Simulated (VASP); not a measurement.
# AlO2 in VASP: a series of runs, part 2 of 2

VASP 6.6.1. Earlier steps stand in the parts before.

## (3) Single point, PBE

This run uses another cell than the first one, of 19.13 Å³/atom, 1.781 times its volume.

Input file INCAR:

```
  ALGO = Normal
  EDIFF = 1E-6
  ENCUT = 520
  GGA = PE
  ISIF = 2
  ISMEAR = 0
  LASPH = True
  LCHARG = False
  LREAL = False
  LWAVE = False
  NBANDS = 24
  NELM = 100
  PREC = Accurate
  SIGMA = 0.1
```

Input file KPOINTS:

```
k-points
0
Gamma
  4 4 4
```

Input file POSCAR:

```
AlO2
1.0
    4.9764711975      0.0000000000      0.0000000000
    0.0000000000      4.9764711975      0.0000000000
    0.0000000000      0.0000000000      4.6335373057
Al O
2 4
Direct
    0.0000000000      0.5000000000      0.0000000000
    0.5000000000      0.0000000000      0.0000000000
    0.2499965819      0.7499965819      0.0000000000
    0.7500034181      0.2500034181      0.0000000000
    0.7499965819      0.7500034181      0.0000000000
    0.2500034181      0.2499965819      0.0000000000
```

Potentials or basis: VASP PAW PBE potentials, release 64 (Al, O).

Launch:

```sh
cat potpaw_PBE.64/Al/POTCAR potpaw_PBE.64/O/POTCAR > POTCAR
mpirun -np 1 vasp_std > vasp.out
```

OUTCAR:

```text
EDIFF = 1E-6
   ENCUT = 520
   GGA = PE
   ISIF = 2
   ISMEAR = 0
   LASPH = True
   LREAL = False
   NELM = 100
   PREC = Accurate

 ion  position               nearest neighbor table
   1  0.000  0.500  0.000-   3 1.76   4 1.76   5 1.76   6 1.76
   2  0.500  0.000  0.000-   5 1.76   6 1.76   3 1.76   4 1.76
   3  0.250  0.750  0.000-   1 1.76   2 1.76
   4  0.750  0.250  0.000-   1 1.76   2 1.76
   5  0.750  0.750  0.000-   2 1.76   1 1.76
   6  0.250  0.250  0.000-   2 1.76   1 1.76

  LATTYP: Found a simple tetragonal cell.
 ALAT       =     4.9764711975
 C/A-ratio  =     0.9310889427

  Lattice vectors:

 A1 = (   4.9764711975,   0.0000000000,   0.0000000000)
 A2 = (   0.0000000000,   4.9764711975,   0.0000000000)
 A3 = (   0.0000000000,   0.0000000000,   4.6335373057)

Analysis of symmetry for initial positions (statically):
=====================================================================
 Subroutine PRICEL returns following result:

  LATTYP: Found a simple tetragonal cell.
 ALAT       =     3.5188965301
 C/A-ratio  =     1.3167586106

  Lattice vectors:

 A1 = (   2.4882355988,  -2.4882355988,   0.0000000000)
 A2 = (   2.4882355988,   2.4882355988,   0.0000000000)
 A3 = (   0.0000000000,   0.0000000000,   4.6335373057)

   2 primitive cells build up your supercell.

 Routine SETGRP: Setting up the symmetry group for a
 simple tetragonal supercell.

 Subroutine GETGRP returns: Found 16 space group operations
 (whereof 16 operations were pure point group operations)
 out of a pool of 16 trial point group operations.

The static configuration has the point symmetry D_4h.

Analysis of symmetry for dynamics (positions and initial velocities):
=====================================================================
 Subroutine PRICEL returns following result:

  LATTYP: Found a simple tetragonal cell.
 ALAT       =     3.5188965301
 C/A-ratio  =     1.3167586106

  Lattice vectors:

 A1 = (   2.4882355988,  -2.4882355988,   0.0000000000)
 A2 = (   2.4882355988,   2.4882355988,   0.0000000000)
 A3 = (   0.0000000000,   0.0000000000,   4.6335373057)

   2 primitive cells build up your supercell.

 Routine SETGRP: Setting up the symmetry group for a
 simple tetragonal supercell.

 Subroutine GETGRP returns: Found 16 space group operations
 (whereof 16 operations were pure point group operations)
 out of a pool of 16 trial point group operations.

The dynamic configuration has the point symmetry D_4h.

 Subroutine INISYM returns: Found 16 space group operations
 (whereof 16 operations are pure point group operations),
 and found     2 'primitive' translations

----------------------------------------------------------------------------------------

                                     Primitive cell

  volume of cell :      57.3754

  direct lattice vectors                    reciprocal lattice vectors
     2.488235599 -2.488235599  0.000000000     0.200945602 -0.200945602  0.000000000
     2.488235599  2.488235599  0.000000000     0.200945602  0.200945602  0.000000000
[... 37 lines left out ...]
 Subroutine IBZKPT returns following result:
 ===========================================

 Found     18 irreducible k-points:

 Following reciprocal coordinates:
            Coordinates               Weight
  0.000000  0.000000  0.000000      1.000000
  0.250000  0.000000  0.000000      4.000000
  0.500000  0.000000  0.000000      2.000000
  0.250000  0.250000  0.000000      4.000000
  0.500000  0.250000  0.000000      4.000000
  0.500000  0.500000  0.000000      1.000000
[... 10 lines left out ...]
  0.500000  0.250000  0.500000      4.000000
  0.500000  0.500000  0.500000      1.000000
   k-points           NKPTS =     18   k-points in BZ     NKDIM =     18   number of bands    NBANDS=     24
   number of dos      NEDOS =    301   number of ions     NIONS =      6
   total plane-waves  NPLWV =  57600
   dimension x,y,z NGX =    40 NGY =   40 NGZ =   36
   dimension x,y,z NGXF=    80 NGYF=   80 NGZF=   72
   ions per type =               2   4
   NGX,Y,Z   is equivalent  to a cutoff of  13.36, 13.36, 12.92 a.u.
   NGXF,Y,Z  is equivalent  to a cutoff of  26.73, 26.73, 25.83 a.u.
 SYSTEM =  unknown system
   PREC   = accura    normal or accurate (medium, high low for compatibility)
   ISTART =      0    job   : 0-new  1-cont  2-samecut
   ICHARG =      2    charge: 1-file 2-atom 10-const
   ISPIN  =      1    spin polarized calculation?
   LNONCOLLINEAR =      F non collinear calculations
   LSORBIT =      F    spin-orbit coupling
   LASPH  =      T    aspherical Exc in radial PAW
   ENCUT  =  520.0 eV  38.22 Ry    6.18 a.u.   9.25  9.25  8.62*2*pi/ulx,y,z
   NELM   =    100;   NELMIN=  2; NELMDL= -5     # of ELM steps
   EDIFF  = 0.1E-05   stopping-criterion for ELM
   LREAL  =      F    real-space projection
   EDIFFG = 0.1E-04   stopping-criterion for IOM
   NSW    =      0    number of steps for IOM
   IBRION =     -1    ionic relax: 0-MD 1-quasi-New 2-CG
   NFREE  =      0    steps in history (QN), initial steepest desc. (CG)
   ISIF   =      2    stress and relaxation
   ISYM   =      2    0-nonsym 1-usesym 2-fastsym
   POTIM  = 0.5000    time-step for ionic-motion
   TEBEG  =    0.0;   TEEND  =   0.0 temperature during run
   PSTRESS=    0.0 pullay stress
   NELECT =      30.0000    total number of electrons
   NUPDOWN=      -1.0000    fix difference up-down
   EMIN   =  10.00;   EMAX   =-10.00  energy-range for DOS
   EFERMI =   0.00;   METHOD = LEGACY
   ISMEAR =     0;   SIGMA  =   0.10  broadening in eV -4-tet -1-fermi 0-gaus
   EFERMI_NEDOS =   21; number of points for ismear=-14 and -15
   IALGO  =     38    algorithm
   IMIX   =      4    mixing-type and parameters
     AMIX     =   0.40;   BMIX     =  1.00
     AMIX_MAG =   1.60;   BMIX_MAG =  1.00
  volume/ion in A,a.u.               =      19.13       129.06
  Fermi-wavevector in a.u.,A,eV,Ry     =   1.046799  1.978164 14.909107  1.095788
  Thomas-Fermi vector in A             =   2.181653
   LORBIT       =      0    0 simple, 1 ext, 2 COOP (PROOUT), +10 PAW based schemes
   GGA     = PE    functional components
   LHFCALC =     F    Hartree Fock is set to
   AEXX    =    0.0000 exact exchange contribution
   IVDW    =     0    specifies the selected vdW correction
   LEPSILON=     F    determine dielectric tensor
   LRPA    =     F    only Hartree local field effects (RPA)
 non-spin polarized calculation
 Gauss-broadening in eV      SIGMA  =   0.10
  energy-cutoff  :      520.00
  volume of cell :      114.75
 maximum number of plane-waves:      3109
 NGX is ok and might be reduce to    40
   NGX = 19   NGY = 19   NGZ = 17

 number of electron      30.0000010 magnetization

 Free energy of the ion-electron system (eV)
  ---------------------------------------------------
  ext. energy  EPLUGINS =         0.00000000
  ---------------------------------------------------
  free energy    TOTEN  =       -37.54340341 eV

  energy without entropy =      -37.52540512  energy(sigma->0) =      -37.53440427

 E-fermi :  -0.8572     XC(G=0):  -7.0812

 val. band max:       -0.9161704231   @ k =   0.0000   0.0000   0.5000
 cond. band min:      -0.8309842318   @ k =   0.2500   0.0000   0.0000
 fundamental gap:      0.0851861913
 Fermi energy:        -0.8572306175

 k-point     1 :       0.0000    0.0000    0.0000
  band No.  band energies     occupation
      1     -18.9609      2.00000
      2     -17.6244      2.00000
      3     -17.6244      2.00000
      4     -16.6794      2.00000
      5      -7.8269      2.00000
      6      -5.3855      2.00000
[... 475 lines left out ...]
     23      11.2678      0.00000
     24      11.2678      0.00000

------------------------ aborting loop because EDIFF is reached ----------------------------------------

  FORCE on cell =-STRESS in cart. coord.  units (eV):
  Direction    XX          YY          ZZ          XY          YZ          ZX
  --------------------------------------------------------------------------------------
  -------------------------------------------------------------------------------------
  Total        0.0397725      0.0397725      0.1546146      0.0000000      0.0000000      0.0000000
  in kB        0.5553127      0.5553127      2.1587655      0.0000000      0.0000000      0.0000000
  external PRESSURE =       1.0897970 kB  Pullay stress =       0.0000000 kB

 VOLUME and BASIS-vectors are now :
 -----------------------------------------------------------------------------
  energy-cutoff  :      520.00
  volume of cell :      114.75
      direct lattice vectors                 reciprocal lattice vectors
     4.976471198  0.000000000  0.000000000     0.200945602  0.000000000  0.000000000
     0.000000000  4.976471198  0.000000000     0.000000000  0.200945602  0.000000000
     0.000000000  0.000000000  4.633537306     0.000000000  0.000000000  0.215817837

 POSITION                                       TOTAL-FORCE (eV/Angst)
 -----------------------------------------------------------------------------------
      0.00000      2.48824      0.00000         0.000000      0.000000      0.000000
      2.48824      0.00000      0.00000        -0.000000      0.000000     -0.000000
      1.24410      3.73234      0.00000         0.000000      0.000000     -0.000000
      3.73237      1.24413      0.00000         0.000000      0.000000     -0.000000
      3.73234      3.73237      0.00000         0.000000      0.000000     -0.000000
      1.24413      1.24410      0.00000         0.000000      0.000000     -0.000000
 -----------------------------------------------------------------------------------
    total drift:                                0.000000     -0.000000      0.000000

  FREE ENERGIE OF THE ION-ELECTRON SYSTEM (eV)
  ---------------------------------------------------
  free  energy   TOTEN  =       -37.5434034149 eV

  energy  without entropy=      -37.5254051199  energy(sigma->0) =      -37.53440427
```

OSZICAR:

```text
N       E                     dE             d eps       ncg     rms          rms(c)
DAV:   1     0.176510364313E+03    0.17651E+03   -0.13956E+04   864   0.107E+03
DAV:   2    -0.278521142658E+02   -0.20436E+03   -0.19530E+03  1272   0.247E+02
DAV:   3    -0.432917512291E+02   -0.15440E+02   -0.15229E+02  1024   0.724E+01
DAV:   4    -0.434650403630E+02   -0.17329E+00   -0.17325E+00  1064   0.890E+00
DAV:   5    -0.434675347513E+02   -0.24944E-02   -0.24943E-02  1112   0.107E+00    0.135E+01
DAV:   6    -0.379065668388E+02    0.55610E+01   -0.15851E+01   984   0.230E+01    0.495E+00
DAV:   7    -0.376386954891E+02    0.26787E+00   -0.41231E-01   976   0.319E+00    0.266E+00
DAV:   8    -0.375330670413E+02    0.10563E+00   -0.11731E-01  1032   0.253E+00    0.392E-01
DAV:   9    -0.375371918978E+02   -0.41249E-02   -0.19042E-02   968   0.712E-01    0.287E-01
DAV:  10    -0.375432332687E+02   -0.60414E-02   -0.42943E-03   896   0.367E-01    0.500E-02
DAV:  11    -0.375433511757E+02   -0.11791E-03   -0.15385E-04  1056   0.857E-02    0.231E-02
DAV:  12    -0.375434028276E+02   -0.51652E-04   -0.46038E-05   904   0.496E-02    0.295E-03
DAV:  13    -0.375434034149E+02   -0.58726E-06   -0.80687E-07   776   0.583E-03
   1 F= -.37543403E+02 E0= -.37534404E+02  d E =-.179983E-01
```

stdout:

```text
POSCAR found type information on POSCAR AlO
 POSCAR found :  2 types and       6 ions
 scaLAPACK will be used
 LDA part: xc-table for (Slater+PW92), standard interpolation
 POSCAR, INCAR and KPOINTS ok, starting setup
 FFT: planning ... GRIDC
 FFT: planning ... GRID_SOFT
 FFT: planning ... GRID
 WAVECAR not read
 entering main loop
```

Run time: 32 s. Hardware: 1 thread of Intel Xeon Platinum 8488C (Sapphire Rapids), shared host; peak memory 0.23 GiB.

Results:

```
Free energy            : -37.5434 eV
Pressure               : 0.1 GPa
Band gap on the k mesh : zero (band 15 reaches -0.55 eV, above the bottom of band 16 at -2.15 eV)
```

Stress tensor (GPa, compression positive):
```
0.06 0.00 0.00
0.00 0.06 0.00
0.00 0.00 0.22
```

Levels at points of the mesh, in eV from the Fermi level:
```csv
k point,band 11,band 12,band 13,band 14,band 15,band 16,band 17,band 18,band 19,band 20
"(0.00, 0.00, 0.00)",-1.43,-1.43,-0.36,-0.06,-0.06,1.11,3.02,6.69,7.30,9.35
"(0.50, 0.00, 0.00)",-2.25,-2.25,-0.93,-0.93,0.31,0.31,4.69,4.69,8.14,8.14
"(0.50, 0.50, 0.00)",-1.55,-1.55,-1.46,-1.46,-1.29,-1.29,5.37,5.37,7.80,7.80
"(0.00, 0.00, 0.50)",-1.54,-1.54,-0.40,-0.06,-0.06,1.11,5.10,5.56,5.74,9.55
"(0.50, 0.00, 0.50)",-2.31,-2.31,-1.01,-1.01,0.31,0.31,5.83,5.83,7.35,7.35
"(0.50, 0.50, 0.50)",-1.71,-1.71,-1.44,-1.44,-1.29,-1.29,6.11,6.11,7.83,7.83
```

## (4) Relaxation of cell and atoms, PBE

Input file INCAR:

```
SYSTEM = AlO2
  PREC = Accurate
  ENCUT = 600
  EDIFF = 1E-6
  ISMEAR = 0
  SIGMA = 0.1
  LREAL = .FALSE.
  LASPH = .TRUE.
  NELM = 60
  ALGO = Normal
  ISIF = 3
  LWAVE = .FALSE.
  LCHARG = .FALSE.
  GGA = PE
  IBRION = 2
  NSW = 90
  EDIFFG = -0.04
```

Input file KPOINTS:

```
Automatic mesh
0
G
  4 4 4
  0 0 0
```

Input file POSCAR:

```
AlO2
1.0
    4.1457144700      0.0000000000      0.0000000000
    0.0000000000      4.1457144700      0.0000000000
    0.0000000000      0.0000000000      3.7484699800
Al O
2 4
Direct
    0.0000000000      0.5000000000      0.0000000000
    0.5000000000      0.0000000000      0.0000000000
    0.2379686900      0.7379686900      0.0000000000
    0.7620313100      0.2620313100      0.0000000000
    0.7379686900      0.7620313100      0.0000000000
    0.2620313100      0.2379686900      0.0000000000
```

Launch:

```sh
cat potpaw_PBE.64/Al/POTCAR potpaw_PBE.64/O/POTCAR > POTCAR
mpirun -np 1 vasp_std > vasp.out
```

Wall time 4.8 min (1 thread of Intel Xeon Platinum 8488C (Sapphire Rapids), shared host); peak memory 0.19 GiB.

It converged, with:

```
Free energy                            : -37.3827 eV
Relaxed volume                         : 17.20 Å³/atom
Relaxed cell                           : a = 4.960 Å, b = 4.960 Å, c = 4.194 Å, α = 90.00°, β = 90.00°, γ = 90.00°
Space group after relaxing (to 0.05 Å) : P4/mmm (No. 123)
Energy gained by relaxing              : 2642.0 meV/atom
Ionic steps                            : 27
Pressure after relaxing                : -0.2 GPa
Largest force after relaxing           : 0.034 eV/Å
Band gap on the k mesh                 : zero (band 15 reaches 0.01 eV, above the bottom of band 16 at -1.63 eV)
```

Forces on the atoms (eV/Å):
```
Al   0.000  0.000  0.000
Al   0.000  0.000  0.000
O    0.024  0.024  0.000
O   -0.024 -0.024  0.000
O    0.024 -0.024  0.000
O   -0.024  0.024  0.000
```

Stress tensor (GPa, compression positive):
```
-0.30  0.00  0.00
 0.00 -0.30  0.00
 0.00  0.00 -0.08
```

Step by step:
```tsv
step	energy change (eV)	largest force (eV/Å)	pressure (GPa)	volume (Å³)
1	0.0000	11.5926	160.30	64.42
2	9.9350	1.4053	-38.64	203.90
3	-9.3925	8.9292	9.06	110.12
4	-9.5043	9.2886	10.71	108.43
5	-9.7386	10.3694	15.87	103.66
6	-1.9716	0.2273	-38.19	149.72
7	-12.0941	1.1944	-18.83	115.46
8	-12.3800	2.1298	-14.47	112.65
9	-12.4479	3.0697	-10.41	110.46
10	-14.7907	3.2526	-2.11	97.55
11	-15.2117	1.3376	17.96	86.27
12	-15.3802	2.5859	7.89	90.62
13	-15.3921	2.3440	10.10	89.50
14	-15.0586	3.6544	7.31	92.79
15	-15.7292	0.2605	6.22	90.82
16	-15.7523	0.2511	-3.71	96.32
17	-15.8027	0.0615	0.53	93.76
18	-15.8084	0.0124	0.40	94.32
19	-15.8215	0.1336	0.06	96.01
20	-15.8294	0.4204	-0.53	99.40
21	-15.8321	0.4043	-0.46	99.64
22	-15.8391	0.3555	-0.24	100.38
23	-15.8477	0.2546	0.19	101.84
24	-15.8428	0.0391	0.99	104.72
25	-15.8495	0.1881	0.46	102.77
26	-15.8514	0.1156	0.14	102.96
27	-15.8522	0.0342	-0.22	103.18
```

Final structure:
```xyz
6
Lattice="4.9600 0.0000 0.0000 0.0000 4.9600 0.0000 0.0000 0.0000 4.1942" Properties=species:S:1:pos:R:3 pbc="T T T"
Al    0.0000    2.4800    0.0000
Al    2.4800    0.0000    0.0000
O     1.2392    3.7192    0.0000
O     3.7208    1.2408    0.0000
O     3.7192    3.7208    0.0000
O     1.2408    1.2392    0.0000
```

Levels at points of the mesh, in eV from the Fermi level:
| k point | band 13 | band 14 | band 15 | band 16 | band 17 | band 18 |
| --- | --- | --- | --- | --- | --- | --- |
| (0.00, 0.00, 0.00) | -0.34 | -0.06 | -0.06 | 1.12 | 2.91 | 7.05 |
| (0.50, 0.00, 0.00) | -0.90 | -0.90 | 0.31 | 0.31 | 4.59 | 4.59 |
| (0.50, 0.50, 0.00) | -1.50 | -1.50 | -1.32 | -1.32 | 5.20 | 5.20 |
| (0.00, 0.00, 0.50) | -0.45 | -0.06 | -0.06 | 1.13 | 4.74 | 6.09 |
| (0.50, 0.00, 0.50) | -1.09 | -1.09 | 0.31 | 0.31 | 5.76 | 5.76 |
| (0.50, 0.50, 0.50) | -1.45 | -1.45 | -1.30 | -1.30 | 6.01 | 6.01 |

Caveat: the k points lie up to 0.37 Å⁻¹ apart in the final cell; the volume moved by over 15 % at a fixed basis, so the end points are rough.

## (5) The runs side by side

```csv
task,cell,cutoff (eV),gap on the mesh (eV),pressure (GPa),largest force (eV/Å)
single point,"a = 4.146, b = 4.146, c = 3.748 Å, 6 atoms",520,none,160.6,11.59
single point,"a = 4.976, b = 4.976, c = 4.634 Å, 6 atoms",520,none,0.1,-
relaxation of cell and atoms,"relaxed from a = 4.146, b = 4.146, c = 3.748 Å, 6 atoms",600,none,-0.2,0.03
```

Alike in all rows: level PBE; potentials or basis VASP PAW PBE potentials, release 64 (Al, O); no spin polarisation; k mesh 4 × 4 × 4; smearing gaussian 0.1 eV.

Caveats: some runs use coarse meshes; forces of over 1 eV/Å act on the atoms, so gaps and moduli don't describe the material at rest (some runs); the volume moved by over 15 % at a fixed basis, so the end points are rough (some runs).

Absolute energies hang on the potentials; compare differences alone.
